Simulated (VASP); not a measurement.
Crystal: CsAg2.

```xyz
6
Lattice="5.7593 0.0000 0.0000 0.0000 5.7593 0.0000 0.0000 0.0000 5.7593" Properties=species:S:1:pos:R:3 pbc="T T T"
Cs    0.0000    0.0000    0.0000
Cs    2.8796    2.8796    2.8796
Ag    1.4398    1.4398    1.4398
Ag    1.4398    4.3195    4.3195
Ag    4.3195    4.3195    1.4398
Ag    4.3195    1.4398    4.3195
```

- Program: VASP 6.6.1
- Task: relaxation of cell and atoms
- Functional: PBE
- Potentials or basis: VASP PAW PBE potentials, release 64 (Cs_sv, Ag_sv_GW)
- Cutoff: 630 eV
- k mesh: 4 × 4 × 4
- Occupations: gaussian, width 0.1 eV
- Spin: no spin polarisation

At the start: pressure 20.1 GPa; volume 31.84 Å³/atom.

**Question.** How do energy, volume and symmetry change on relaxing?

**Answer.** Over 8 steps the energy falls by 1249.1 meV/atom and the volume is 72.98 Å³/atom (+129.2 %); space group Pn-3m (No. 224, to 0.1 Å) before and after.

The path:
```
step  energy change (eV)  largest force (eV/Å)  pressure (GPa)  volume (Å³)
   1              0.0000                0.0000           20.14       191.03
   2             -6.5877                0.0000            2.36       324.44
   3             -7.0785                0.0000            1.58       365.17
   4             -7.4549                0.0000           -0.74       456.58
   5             -7.4652                0.0000            0.52       421.22
   6             -7.4936                0.0000            0.12       434.96
   7             -7.4940                0.0000           -0.10       441.25
   8             -7.4949                0.0000            0.02       437.91
```

Final structure:
```
Cs Ag
1.0
     7.59382    0.00000    0.00000
     0.00000    7.59382    0.00000
     0.00000    0.00000    7.59382
Cs Ag
2 4
Direct
  0.00000 0.00000 0.00000
  0.50000 0.50000 0.50000
  0.25000 0.25000 0.25000
  0.25000 0.75000 0.75000
  0.75000 0.75000 0.25000
  0.75000 0.25000 0.75000
```

Caveat: the volume moved by over 15 % at a fixed basis, so the end points are rough.
